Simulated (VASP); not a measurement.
# Ir2Rh (P-6m2) in VASP: further runs

Runs on Ir2Rh. Level: PBE. Tasks: single point, relaxation of cell and atoms.

Everything below comes from runs of VASP 6.6.1. Logs are shortened: lines on timing, memory, paths and dates and some standing lists are left out, and cuts for length are marked.

### 1 The cell of the first run

The structure is hexagonal, space group P-6m2 (No. 187). The conventional cell has a = 2.703 Å, b = 2.703 Å, c = 13.275 Å, α = 90.00°, β = 90.00°, γ = 120.00°. Within 3.6 Å of Ir (site symmetry 3m) lie 9 Ir at 2.70 to 2.71 Å and 3 Rh at 2.71 Å. Ir (site symmetry -6m2) has 6 Ir at 2.70 Å and 6 Rh at 2.71 Å within 3.6 Å. Ir (site symmetry -6m2) has 12 Ir at 2.70 to 2.71 Å within 3.6 Å. Rh (site symmetry 3m) has 6 Rh at 2.70 Å and 6 Ir at 2.71 Å within 3.6 Å.

### 2 Single point, PBE

File INCAR:

```
SYSTEM = Ir2Rh
  ALGO = Normal
  EDIFF = 1E-6
  ENCUT = 520
  GGA = PE
  ISIF = 2
  ISMEAR = 0
  LASPH = .TRUE.
  LCHARG = .TRUE.
  LELF = .TRUE.
  LREAL = .FALSE.
  LVHAR = .TRUE.
  LWAVE = .FALSE.
  NBANDS = 42
  NELM = 60
  PREC = Accurate
  SIGMA = 0.1
```

File KPOINTS:

```
k-points
0
G
  6 6 2
  0 0 0
```

File POSCAR:

```
Ir2Rh
1.0
    2.7029446900      0.0000000000      0.0000000000
   -1.3514723500      2.3408187700      0.0000000000
    0.0000000000      0.0000000000     13.2749247300
Ir Rh
4 2
Direct
    0.3333333300      0.6666666700      0.8333333300
    0.3333333300      0.6666666700      0.1666666700
    0.3333333300      0.6666666700      0.5000000000
    0.6666666700      0.3333333300      0.0000000000
    0.6666666700      0.3333333300      0.3333333300
    0.6666666700      0.3333333300      0.6666666700
```

Potentials or basis: VASP PAW PBE potentials, release 64 (Ir, Rh_pv).

On the command line:

```bash
$ cat potpaw_PBE.64/Ir/POTCAR potpaw_PBE.64/Rh_pv/POTCAR > POTCAR
$ mpirun -np 1 vasp_std > vasp.out
```

OUTCAR:

```text
SYSTEM = Ir2Rh
   EDIFF = 1E-6
   ENCUT = 520
   GGA = PE
   ISIF = 2
   ISMEAR = 0
   LASPH = .TRUE.
   LREAL = .FALSE.
   NELM = 60
   PREC = Accurate

 ion  position               nearest neighbor table
   1  0.333  0.667  0.833-   6 2.71   6 2.71   6 2.71   4 2.71   4 2.71   4 2.71
   2  0.333  0.667  0.167-   5 2.71   5 2.71   5 2.71   4 2.71   4 2.71   4 2.71
   3  0.333  0.667  0.500-   5 2.71   6 2.71   5 2.71   6 2.71   5 2.71   6 2.71
   4  0.667  0.333  0.000-   1 2.71   2 2.71   1 2.71   2 2.71   1 2.71   2 2.71
   5  0.667  0.333  0.333-   2 2.71   2 2.71   2 2.71   3 2.71   3 2.71   3 2.71
   6  0.667  0.333  0.667-   1 2.71   1 2.71   1 2.71   3 2.71   3 2.71   3 2.71

  LATTYP: Found a hexagonal cell.
 ALAT       =     2.7029446900
 C/A-ratio  =     4.9112824170

  Lattice vectors:

 A1 = (   2.7029446900,   0.0000000000,   0.0000000000)
 A2 = (  -1.3514723500,   2.3408187700,   0.0000000000)
 A3 = (   0.0000000000,   0.0000000000,  13.2749247300)

Analysis of symmetry for initial positions (statically):
=====================================================================
 Subroutine PRICEL returns:
 Original cell was already a primitive cell.

 Routine SETGRP: Setting up the symmetry group for a
 hexagonal supercell.

 Subroutine GETGRP returns: Found 12 space group operations
 (whereof 12 operations were pure point group operations)
 out of a pool of 24 trial point group operations.

The static configuration has the point symmetry D_3h.

Analysis of symmetry for dynamics (positions and initial velocities):
=====================================================================
 Subroutine PRICEL returns:
 Original cell was already a primitive cell.

 Routine SETGRP: Setting up the symmetry group for a
 hexagonal supercell.

 Subroutine GETGRP returns: Found 12 space group operations
 (whereof 12 operations were pure point group operations)
 out of a pool of 24 trial point group operations.

The dynamic configuration has the point symmetry D_3h.

 Subroutine INISYM returns: Found 12 space group operations
 (whereof 12 operations are pure point group operations),
 and found     1 'primitive' translations

----------------------------------------------------------------------------------------

                                     Primitive cell

  volume of cell :      83.9918

  direct lattice vectors                    reciprocal lattice vectors
     2.702944690  0.000000000  0.000000000     0.369966875  0.213600475  0.000000000
    -1.351472350  2.340818770  0.000000000     0.000000000  0.427200949  0.000000000
     0.000000000  0.000000000 13.274924730     0.000000000  0.000000000  0.075329994

  length of vectors
     2.702944690  2.702944695 13.274924730     0.427200950  0.427200949  0.075329994

  position of ions in fractional coordinates (direct lattice)
     0.333333330  0.666666670  0.833333330
     0.333333330  0.666666670  0.166666670
     0.333333330  0.666666670  0.500000000
     0.666666670  0.333333330  0.000000000
     0.666666670  0.333333330  0.333333330
     0.666666670  0.333333330  0.666666670

  ion indices of the primitive-cell ions
   primitive index   ion index
                 1           1
                 2           2
                 3           3
                 4           4
                 5           5
                 6           6

----------------------------------------------------------------------------------------

 KPOINTS: k-points

Automatic generation of k-mesh.
 Grid dimensions read from file:
 generate k-points for:    6    6    2

 Generating k-lattice:

  Cartesian coordinates                     Fractional coordinates (reciprocal lattice)
     0.061661146  0.035600079  0.000000000     0.166666667 -0.000000000  0.000000000
     0.000000000  0.071200158  0.000000000     0.000000000  0.166666667  0.000000000
     0.000000000  0.000000000  0.037664997     0.000000000  0.000000000  0.500000000

  Length of vectors
     0.071200158  0.071200158  0.037664997

  Shift w.r.t. Gamma in fractional coordinates (k-lattice)
     0.000000000  0.000000000  0.000000000

 Subroutine IBZKPT returns following result:
 ===========================================

 Found     14 irreducible k-points:

 Following reciprocal coordinates:
            Coordinates               Weight
  0.000000  0.000000  0.000000      1.000000
  0.166667  0.000000  0.000000      6.000000
  0.333333 -0.000000  0.000000      6.000000
  0.500000  0.000000  0.000000      3.000000
  0.166667  0.166667  0.000000      6.000000
  0.333333  0.166667  0.000000     12.000000
  0.333333  0.333333  0.000000      2.000000
  0.000000  0.000000  0.500000      1.000000
  0.166667  0.000000  0.500000      6.000000
  0.333333 -0.000000  0.500000      6.000000
  0.500000  0.000000  0.500000      3.000000
  0.166667  0.166667  0.500000      6.000000
  0.333333  0.166667  0.500000     12.000000
  0.333333  0.333333  0.500000      2.000000
   k-points           NKPTS =     14   k-points in BZ     NKDIM =     14   number of bands    NBANDS=     42
   number of dos      NEDOS =    301   number of ions     NIONS =      6
   total plane-waves  NPLWV =  40000
   dimension x,y,z NGX =    20 NGY =   20 NGZ =  100
   dimension x,y,z NGXF=    40 NGYF=   40 NGZF=  200
   ions per type =               4   2
   NGX,Y,Z   is equivalent  to a cutoff of  12.30, 12.30, 12.52 a.u.
   NGXF,Y,Z  is equivalent  to a cutoff of  24.60, 24.60, 25.05 a.u.
 SYSTEM =  Ir2Rh
   PREC   = accura    normal or accurate (medium, high low for compatibility)
   ISTART =      0    job   : 0-new  1-cont  2-samecut
   ICHARG =      2    charge: 1-file 2-atom 10-const
   ISPIN  =      1    spin polarized calculation?
   LNONCOLLINEAR =      F non collinear calculations
   LSORBIT =      F    spin-orbit coupling
   LASPH  =      T    aspherical Exc in radial PAW
   ENCUT  =  520.0 eV  38.22 Ry    6.18 a.u.   5.03  5.03 24.68*2*pi/ulx,y,z
   NELM   =     60;   NELMIN=  2; NELMDL= -5     # of ELM steps
   EDIFF  = 0.1E-05   stopping-criterion for ELM
   LREAL  =      F    real-space projection
   EDIFFG = 0.1E-04   stopping-criterion for IOM
   NSW    =      0    number of steps for IOM
   IBRION =     -1    ionic relax: 0-MD 1-quasi-New 2-CG
   NFREE  =      0    steps in history (QN), initial steepest desc. (CG)
   ISIF   =      2    stress and relaxation
   ISYM   =      2    0-nonsym 1-usesym 2-fastsym
   POTIM  = 0.5000    time-step for ionic-motion
   TEBEG  =    0.0;   TEEND  =   0.0 temperature during run
   PSTRESS=    0.0 pullay stress
   NELECT =      66.0000    total number of electrons
   NUPDOWN=      -1.0000    fix difference up-down
   EMIN   =  10.00;   EMAX   =-10.00  energy-range for DOS
   EFERMI =   0.00;   METHOD = LEGACY
   ISMEAR =     0;   SIGMA  =   0.10  broadening in eV -4-tet -1-fermi 0-gaus
   EFERMI_NEDOS =   21; number of points for ismear=-14 and -15
   IALGO  =     38    algorithm
   IMIX   =      4    mixing-type and parameters
     AMIX     =   0.40;   BMIX     =  1.00
     AMIX_MAG =   1.60;   BMIX_MAG =  1.00
  volume/ion in A,a.u.               =      14.00        94.47
  Fermi-wavevector in a.u.,A,eV,Ry     =   1.510696  2.854802 31.051257  2.282203
  Thomas-Fermi vector in A             =   2.620852
   LORBIT       =      0    0 simple, 1 ext, 2 COOP (PROOUT), +10 PAW based schemes
   GGA     = PE    functional components
   LHFCALC =     F    Hartree Fock is set to
   AEXX    =    0.0000 exact exchange contribution
   IVDW    =     0    specifies the selected vdW correction
   LEPSILON=     F    determine dielectric tensor
   LRPA    =     F    only Hartree local field effects (RPA)
 non-spin polarized calculation
 Gauss-broadening in eV      SIGMA  =   0.10
  energy-cutoff  :      520.00
  volume of cell :       83.99
 maximum number of plane-waves:      2301
 NGX is ok and might be reduce to    20
   NGX =  9   NGY =  9   NGZ = 49

 number of electron      66.0000012 magnetization

 Free energy of the ion-electron system (eV)
  ---------------------------------------------------
  ext. energy  EPLUGINS =         0.00000000
  ---------------------------------------------------
  free energy    TOTEN  =       -49.43013466 eV

  energy without entropy =      -49.37726442  energy(sigma->0) =      -49.40369954

 E-fermi :  10.8795     XC(G=0): -14.0096

 val. band max:       10.8695724594   @ k =   0.3333   0.3333   0.5000
 cond. band min:      10.8827757894   @ k =   0.3333   0.1667   0.0000
 fundamental gap:      0.0132033300
 Fermi energy:        10.8795009849

 k-point     1 :       0.0000    0.0000    0.0000
  band No.  band energies     occupation
      1     -36.0279      2.00000
      2     -36.0227      2.00000
      3     -35.6124      2.00000
      4     -35.6124      2.00000
      5     -35.6123      2.00000
      6     -35.6123      2.00000
[... 34 lines left out ...]
     41      11.2668      0.00000
     42      11.2668      0.00000

 k-point     2 :       0.1667    0.0000    0.0000
  band No.  band energies     occupation
      1     -36.0088      2.00000
      2     -36.0051      2.00000
      3     -35.7476      2.00000
      4     -35.7473      2.00000
      5     -35.6448      2.00000
      6     -35.6446      2.00000
[... 34 lines left out ...]
     41      12.3242      0.00000
     42      14.8930      0.00000

 k-point     3 :       0.3333   -0.0000    0.0000
  band No.  band energies     occupation
      1     -36.0126      2.00000
      2     -36.0116      2.00000
      3     -35.9703      2.00000
      4     -35.9697      2.00000
      5     -35.7090      2.00000
      6     -35.7087      2.00000
[... 34 lines left out ...]
     41      13.9547      0.00000
     42      18.3428      0.00000

 k-point     4 :       0.5000    0.0000    0.0000
  band No.  band energies     occupation
      1     -36.1424      2.00000
      2     -36.1411      2.00000
      3     -35.9520      2.00000
      4     -35.9510      2.00000
      5     -35.7408      2.00000
      6     -35.7405      2.00000
[... 394 lines left out ...]
     41      15.6714      0.00000
     42      15.9756      0.00000

 k-point    13 :       0.3333    0.1667    0.5000
  band No.  band energies     occupation
      1     -36.0756      2.00000
      2     -36.0746      2.00000
      3     -35.9520      2.00000
      4     -35.9511      2.00000
      5     -35.8101      2.00000
      6     -35.8100      2.00000
[... 34 lines left out ...]
     41      17.4641      0.00000
     42      17.5398      0.00000

 k-point    14 :       0.3333    0.3333    0.5000
  band No.  band energies     occupation
      1     -35.9864      2.00000
      2     -35.9848      2.00000
      3     -35.9832      2.00000
      4     -35.9826      2.00000
      5     -35.9431      2.00000
      6     -35.9415      2.00000
[... 34 lines left out ...]
     41      17.9269      0.00000
     42      17.9393      0.00000

------------------------ aborting loop because EDIFF is reached ----------------------------------------

  FORCE on cell =-STRESS in cart. coord.  units (eV):
  Direction    XX          YY          ZZ          XY          YZ          ZX
  --------------------------------------------------------------------------------------
  -------------------------------------------------------------------------------------
  Total        7.7241590      7.7241590      1.1770784     -0.0000000      0.0000000      0.0000000
  in kB      147.3413928    147.3413933     22.4532361     -0.0000003      0.0000000      0.0000000
  external PRESSURE =     105.7120074 kB  Pullay stress =       0.0000000 kB

 VOLUME and BASIS-vectors are now :
 -----------------------------------------------------------------------------
  energy-cutoff  :      520.00
  volume of cell :       83.99
      direct lattice vectors                 reciprocal lattice vectors
     2.702944690  0.000000000  0.000000000     0.369966875  0.213600475  0.000000000
    -1.351472350  2.340818770  0.000000000     0.000000000  0.427200949  0.000000000
     0.000000000  0.000000000 13.274924730     0.000000000  0.000000000  0.075329994

 POSITION                                       TOTAL-FORCE (eV/Angst)
 -----------------------------------------------------------------------------------
     -0.00000      1.56055     11.06244         0.000000     -0.000000      0.024501
     -0.00000      1.56055      2.21249         0.000000     -0.000000     -0.024501
     -0.00000      1.56055      6.63746         0.000000      0.000000      0.000000
      1.35147      0.78027      0.00000         0.000000     -0.000000      0.000000
      1.35147      0.78027      4.42497        -0.000000     -0.000000      0.076156
      1.35147      0.78027      8.84995        -0.000000     -0.000000     -0.076156
 -----------------------------------------------------------------------------------
    total drift:                               -0.000027      0.000015      0.000000

  FREE ENERGIE OF THE ION-ELECTRON SYSTEM (eV)
  ---------------------------------------------------
  free  energy   TOTEN  =       -49.4301346602 eV

  energy  without entropy=      -49.3772644188  energy(sigma->0) =      -49.40369954
```

Wall time 88 s (1 thread of Intel Xeon 8259CL, shared host); peak memory 0.21 GiB.

Results:

```yaml
Free_energy: -49.4301 eV
Pressure: 10.6 GPa
Largest_force: 0.076 eV/Å
Band_gap_on_the_k_mesh: zero (bands 33 and 34 overlap by 2.83 eV)
```

Forces on the atoms (eV/Å):
```
Ir   0.000  0.000  0.025
Ir   0.000  0.000 -0.025
Ir   0.000  0.000  0.000
Ir   0.000  0.000  0.000
Rh   0.000  0.000  0.076
Rh   0.000  0.000 -0.076
```

Caveat: the k points lie up to 0.45 Å⁻¹ apart, too coarse for converged energies and pressures of a metal; spin-orbit coupling is left out, which moves the levels of the heavy elements.

### 3 Single point, PBE

This run uses another cell than the first one, of 14.43 Å³/atom.

File INCAR:

```
PREC = Accurate
ENCUT = 520
EDIFF = 1E-6
ISMEAR = 0
SIGMA = 0.1
LREAL = F
LASPH = T
NELM = 60
ALGO = Fast
ISIF = 2
LWAVE = F
LCHARG = F
GGA = PE
NBANDS = 42
```

File KPOINTS:

```
Automatic mesh
0
Gamma
  6 6 2
```

File POSCAR:

```
Ir2Rh
1.0
    2.7591237885      0.0000000029      0.0000000000
   -1.3795618968      2.3894712915      0.0000000000
    0.0000000000      0.0000000000     13.1290425221
Ir Rh
4 2
Direct
    0.3333333333      0.6666666667      0.8334404037
    0.3333333333      0.6666666667      0.1665595963
    0.3333333333      0.6666666667      0.5000000000
    0.6666666667      0.3333333333      0.0000000000
    0.6666666667      0.3333333333      0.3339576770
    0.6666666667      0.3333333333      0.6660423230
```

Potentials or basis: VASP PAW PBE potentials, release 64 (Ir, Rh_pv).

On the command line:

```bash
$ cat potpaw_PBE.64/Ir/POTCAR potpaw_PBE.64/Rh_pv/POTCAR > POTCAR
$ mpirun -np 1 vasp_std > vasp.out
```

Wall time 100 s (1 thread of Intel Xeon 8259CL, shared host); peak memory 0.25 GiB.

Results (log left out):

```yaml
Free_energy: -49.5835 eV
Pressure: 0.3 GPa
Largest_force: 0.014 eV/Å
Band_gap_on_the_k_mesh: zero (bands 33 and 34 overlap by 2.61 eV)
```

Forces in eV/Å, atoms in the order of the input:
```
Ir   0.000  0.000 -0.014
Ir   0.000  0.000  0.014
Ir   0.000  0.000  0.000
Ir   0.000  0.000  0.000
Rh   0.000  0.000  0.002
Rh   0.000  0.000 -0.002
```

Levels at points of the mesh, in eV from the Fermi level:
```
           k point  band 32  band 33  band 34  band 35  band 36  band 37
(0.00, 0.00, 0.00)    -1.12    -1.12    -1.11    -1.11     0.05     0.06
(0.50, 0.00, 0.00)     0.82     0.95     1.01     1.08     1.13     1.14
(0.00, 0.00, 0.50)    -1.81    -1.14    -0.88    -0.51    -0.51    -0.24
(0.50, 0.00, 0.50)     0.60     0.85     1.07     1.14     1.14     2.09
```

Caveat: the k points lie up to 0.44 Å⁻¹ apart, too coarse for converged energies and pressures of a metal; spin-orbit coupling is left out, which moves the levels of the heavy elements.

[end of part 1 of 2]
